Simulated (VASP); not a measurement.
Input of a VASP 6.6.1 run:

Contents of POSCAR:

```
SrTiO3
1.0
    3.9069414229      0.0000000000      0.0000000000
    0.0000000000      3.9069414229      0.0000000000
    0.0000000000      0.0000000000      3.9069414229
Sr Ti O
1 1 3
Direct
    0.5000000000      0.5000000000      0.5000000000
    0.0000000000      0.0000000000      0.0000000000
    0.5000000000      0.0000000000      0.0000000000
    0.0000000000      0.5000000000      0.0000000000
    0.0000000000      0.0000000000      0.5000000000
```

Contents of INCAR.step1:

```
SYSTEM = SrTiO3
PREC = Accurate ; ENCUT = 520
ISMEAR = 0 ; SIGMA = 0.01
LREAL = .False. ; LASPH = .True.
NELM = 60 ; NBANDS = 28
GGA = PE ; ALGO = Normal
EDIFF = 1E-4 ; LWAVE = .True.
LCHARG = .False.
```

INCAR.step2

```
SYSTEM = SrTiO3
PREC = Accurate ; ENCUT = 520
EDIFF = 1E-6 ; ISMEAR = 0
SIGMA = 0.01 ; LREAL = .False.
LASPH = .True. ; NELM = 60
ALGO = Normal ; ISIF = 2
LWAVE = .False. ; LCHARG = .False.
METAGGA = R2SCAN ; LMIXTAU = .True.
NBANDS = 28 ; ISTART = 1
```

KPOINTS

```
regular mesh
0
Gamma
  8 8 8
  0 0 0
```

Potentials or basis: VASP PAW PBE potentials, release 64 (Sr_sv, Ti_sv, O).

Run with:

```bash
$ cat potpaw_PBE.64/Sr_sv/POTCAR potpaw_PBE.64/Ti_sv/POTCAR potpaw_PBE.64/O/POTCAR > POTCAR
$ cp INCAR.step1 INCAR
$ mpirun -np 1 vasp_std > vasp.out
$ cp INCAR.step2 INCAR
$ mpirun -np 1 vasp_std > vasp.out
```

(1) Estimate the band gap on the k mesh.

(2) What does it give for the pressure?

Results:

(1) 2.27 eV, indirect (least direct gap 2.66 eV).

(2) 0.9 GPa.

Caveat: the PAW data sets were made with another functional, which shifts forces and pressure a little.
